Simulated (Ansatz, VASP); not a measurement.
**N: VASP beside Ansatz**

```
N
1.0
    -1.91094   -3.30985    0.00000
    -5.73283    3.30985    0.00000
     0.00000    0.00000   -7.42282
N
8
Direct
  0.00000 0.66667 0.67576
  0.50000 0.16667 0.67576
  0.00000 0.66667 0.82424
  0.50000 0.16667 0.82424
  0.00000 0.33333 0.17576
  0.50000 0.83333 0.17576
  0.00000 0.33333 0.32424
  0.50000 0.83333 0.32424
```

Alike in both runs: functional PBE; dispersion D3(BJ); k mesh 8 × 4 × 4; occupations gaussian, width 0.02 eV; no spin polarisation.

Ansatz relaxed the structure, and its values are those at the end. VASP's run is a single point on that final structure, the one shown.

```csv
,VASP,Ansatz
version,VASP 6.6.1,Ansatz 0.2.0
potentials or method,"VASP PAW PBE potentials, release 64 (N), cutoff 520 eV","scalar-relativistic, plane waves, PAW"
valence electrons in the cell,40,40
```

Ansatz gave:

| Item | Value |
| --- | --- |
| gap on the k mesh at the Fermi level (eV) | 7.11 |
| least direct gap on the mesh (eV) | 7.11 |
| pressure (GPa) | 0.0 |
| rms of the force components (eV/Å) | 0.001 |

Problem. What did VASP give for the same quantities?

Solution. gap on the k mesh at the Fermi level (eV): 7.07; least direct gap on the mesh (eV): 7.07; pressure (GPa): 2.0; rms of the force components (eV/Å): 1.008.

Noted on VASP's run: the standard files for N, O and F lose accuracy on very short bonds.
